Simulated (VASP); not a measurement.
The system is Si2W.

```
W Si
1.0
     4.61685    0.00000    0.00000
    -2.30843    3.99831    0.00000
     0.00000    0.00000    6.65322
W Si
3 6
Direct
  0.50000 0.00000 0.50000
  0.50000 0.50000 0.83333
  0.00000 0.50000 0.16667
  0.32725 0.16363 0.16667
  0.83637 0.16363 0.83333
  0.16363 0.32725 0.50000
  0.67275 0.83637 0.16667
  0.16363 0.83637 0.83333
  0.83637 0.67275 0.50000
```

Base run:

```yaml
Program: VASP 6.6.1
Functional: LDA
Potentials_or_basis: VASP PAW LDA potentials, release 64 (W_sv, Si)
Cutoff: 520 eV
k_mesh: 5 × 5 × 3
Occupations: fermi-dirac, width 0.05 eV
Spin: no spin polarisation
Hubbard_terms: W d U = 5.0 eV
```

Its results: band gap on the k mesh 0.50 eV, indirect (least direct gap 1.12 eV); pressure -4.2 GPa; largest force 0.034 eV/Å.

Question: The run is repeated on the same cell with these changes: hubbard terms from W d U = 5.0 eV to W d U = 8.0 eV. What comes out?

Answer: Band gap on the k mesh 0.63 eV, indirect (least direct gap 1.27 eV); pressure -1.1 GPa; largest force 0.105 eV/Å.

Caveats: spin-orbit coupling is left out, which moves the levels of the heavy elements; the U is typed as a test and isn't derived for this compound.

A k mesh can miss the band edges.
